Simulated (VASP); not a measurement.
# CuSi16 (a cell with a defect) in VASP: further runs, part 2 of 2

VASP 6.6.1. Earlier steps stand in the parts before.

### Step 4. Single point, PBEsol

The input, INCAR:

```
SYSTEM = CuSi16
PREC = Accurate
ENCUT = 520
EDIFF = 1E-6
ISMEAR = 0
SIGMA = 0.02
LREAL = Auto
LASPH = .TRUE.
NELM = 100
ALGO = Normal
ISIF = 2
LWAVE = .FALSE.
LCHARG = .FALSE.
GGA = PS
NBANDS = 52
NELECT = 74.0
```

The input, KPOINTS:

```
regular mesh
0
G
  2 2 2
  0 0 0
```

The input, POSCAR:

```
CuSi16
1.0
    0.0000000000      5.4300000000      5.4300000000
    5.4300000000      0.0000000000      5.4300000000
    5.4300000000      5.4300000000      0.0000000000
Si Cu
16 1
Direct
    0.0131308471      0.0134293738      0.0200892265
    0.1405941989      0.1407814917      0.1380413444
   -0.0018598527     -0.0017764273      0.5126349908
    0.1169477901      0.1172813076      0.6482662063
   -0.0036010129      0.5129065378     -0.0023538674
    0.1204600368      0.6447009208      0.1150530387
   -0.0142546961      0.5020084715      0.5051806630
    0.1155953959      0.6259478821      0.6235233886
    0.5127059853     -0.0035584715     -0.0023789134
    0.6443817680      0.1207141805      0.1149292818
    0.5017487109     -0.0138571823      0.5050179558
    0.6258420810      0.1157104052      0.6234965930
    0.5048168508      0.5049910681     -0.0173702578
    0.6238055249      0.6238685083      0.1173478821
    0.4883342541      0.4884217311      0.4914589319
    0.6150600368      0.6154771639      0.6092213628
    0.2879066298      0.2882931860      0.2897344383
```

Run with:

```
cat potpaw_PBE.64/Si/POTCAR potpaw_PBE.64/Cu/POTCAR > POTCAR
mpirun -np 1 vasp_std > vasp.out
```

Run time: 6.1 min. Hardware: 1 thread of Intel Xeon 8259CL, shared host; peak memory 0.47 GiB.

The run converged. Its results:

```yaml
Free_energy: -100.0809 eV
Largest_force: 0.061 eV/Å
```

Forces in eV/Å, atoms in the order of the input:
```
Si  -0.009 -0.007 -0.031
Si  -0.014 -0.014 -0.033
Si  -0.007 -0.008  0.001
Si   0.015  0.015 -0.006
Si   0.001 -0.015  0.012
Si   0.008  0.018 -0.010
Si   0.005  0.004  0.013
Si  -0.012  0.019  0.009
Si  -0.014  0.000  0.012
Si   0.017  0.007 -0.009
Si   0.004  0.007  0.013
Si   0.021 -0.013  0.009
Si   0.003  0.003  0.032
Si   0.000 -0.001  0.002
Si   0.008  0.008  0.024
Si   0.006  0.007  0.003
Cu  -0.033 -0.031 -0.041
```

Levels at points of the mesh, in eV from the Fermi level:
```tsv
k point	band 34	band 35	band 36	band 37	band 38	band 39	band 40	band 41
(0.00, 0.00, 0.00)	-1.10	-0.67	-0.21	-0.05	0.05	0.17	0.47	0.49
(0.50, 0.00, 0.00)	-1.02	-0.92	-0.89	-0.76	0.48	1.00	1.08	1.21
(0.00, 0.50, 0.00)	-1.02	-0.92	-0.89	-0.76	0.48	1.00	1.08	1.21
(0.00, 0.00, 0.50)	-1.00	-0.93	-0.91	-0.81	0.45	1.00	1.06	1.19
(0.50, 0.50, 0.50)	-0.92	-0.90	-0.63	-0.52	0.46	0.85	1.28	1.29
(0.50, 0.50, 0.00)	-1.57	-1.50	-1.43	-1.19	0.60	0.82	1.80	1.95
(0.00, 0.50, 0.50)	-1.55	-1.53	-1.44	-1.15	0.59	0.82	1.79	1.97
(0.50, 0.00, 0.50)	-1.55	-1.53	-1.44	-1.15	0.59	0.82	1.79	1.97
```

Caveat: the k points lie up to 0.50 Å⁻¹ apart; the cell carries a net charge on a neutralising background, which shifts energy and pressure; the cell is charged against a uniform background, so pressure and absolute levels hang on convention; the PAW data sets were made with another functional, which shifts forces and pressure a little.

### Step 5. Single point, PBEsol

The input, INCAR:

```
PREC = Accurate
ENCUT = 520
EDIFF = 1E-6
ISMEAR = 0
SIGMA = 0.02
LREAL = Auto
LASPH = True
NELM = 60
ALGO = Normal
ISIF = 2
LWAVE = False
LCHARG = False
GGA = PS
NBANDS = 52
NELECT = 74.0
```

The input, KPOINTS:

```
Automatic mesh
0
Gamma
  2 2 2
```

The input, POSCAR:

```
CuSi16
1.0
    0.0000000000      5.4300000000      5.4300000000
    5.4300000000      0.0000000000      5.4300000000
    5.4300000000      5.4300000000      0.0000000000
Si Cu
16 1
Direct
   -0.0127267956     -0.0137277164      0.0392643646
    0.1304620626      0.1317025783      0.1195092081
    0.0005009208      0.0012412523      0.5077053407
    0.1107488029      0.1114480663      0.6670423573
    0.0025730203      0.5068814917     -0.0162091160
    0.1315380295      0.6174225599      0.1194814917
    0.0008573665      0.4907947514      0.5074654696
    0.1334139042      0.6288599448      0.6092995396
    0.5059471455      0.0041222836     -0.0159913444
    0.6184127993      0.1316566298      0.1194951197
    0.4905653775      0.0012132597      0.5077233886
    0.6280331492      0.1343953959      0.6095394107
    0.5067472376      0.5068488950     -0.0162266114
    0.6295963168      0.6310766114      0.1096795580
    0.5053627072      0.5062929098      0.4829192449
    0.6284040516      0.6288368324      0.6092815838
    0.2350151013      0.2330383057      0.2970826888
```

Run with:

```
cat potpaw_PBE.64/Si/POTCAR potpaw_PBE.64/Cu/POTCAR > POTCAR
mpirun -np 1 vasp_std > vasp.out
```

Wall time 6 min (1 thread of Intel Xeon 8259CL, shared host); peak memory 0.47 GiB.

It converged, with:

```
Free energy   : -100.0801 eV
Largest force : 0.023 eV/Å
```

Forces in eV/Å, atoms in the order of the input:
```
Si   0.011  0.004 -0.005
Si  -0.015 -0.006 -0.004
Si   0.017  0.008 -0.005
Si  -0.010  0.003 -0.003
Si   0.001  0.008 -0.001
Si   0.006 -0.008  0.008
Si   0.003  0.009 -0.008
Si  -0.006 -0.009  0.005
Si   0.013  0.004 -0.003
Si  -0.015  0.004  0.006
Si   0.017  0.005 -0.007
Si  -0.013 -0.008  0.008
Si   0.001  0.002 -0.009
Si  -0.004 -0.005  0.005
Si   0.010  0.010 -0.009
Si  -0.006 -0.005  0.008
Cu  -0.010 -0.015  0.015
```

Levels at points of the mesh, in eV from the Fermi level:
```csv
k point,band 33,band 34,band 35,band 36,band 37,band 38,band 39,band 40,band 41,band 42
"(0.00, 0.00, 0.00)",-0.83,-0.83,-0.63,-0.10,-0.09,0.27,0.58,0.58,0.61,0.63
"(0.50, 0.00, 0.00)",-1.95,-0.80,-0.76,-0.68,-0.62,0.61,1.07,1.26,1.31,1.48
"(0.00, 0.50, 0.00)",-1.95,-0.80,-0.76,-0.68,-0.61,0.61,1.06,1.27,1.31,1.48
"(0.00, 0.00, 0.50)",-1.94,-0.83,-0.82,-0.64,-0.64,0.41,1.26,1.31,1.31,1.44
"(0.50, 0.50, 0.50)",-1.95,-0.80,-0.76,-0.68,-0.62,0.61,1.07,1.26,1.31,1.48
"(0.50, 0.50, 0.00)",-1.76,-1.43,-1.35,-1.32,-0.90,0.68,1.04,2.02,2.07,2.15
"(0.00, 0.50, 0.50)",-1.76,-1.43,-1.36,-1.32,-0.90,0.68,1.04,2.02,2.07,2.15
"(0.50, 0.00, 0.50)",-1.76,-1.43,-1.35,-1.32,-0.90,0.68,1.04,2.02,2.07,2.15
```

Caveat: the k points lie up to 0.50 Å⁻¹ apart; the cell carries a net charge on a neutralising background, which shifts energy and pressure; the cell is charged against a uniform background, so pressure and absolute levels hang on convention; the PAW data sets were made with another functional, which shifts forces and pressure a little.
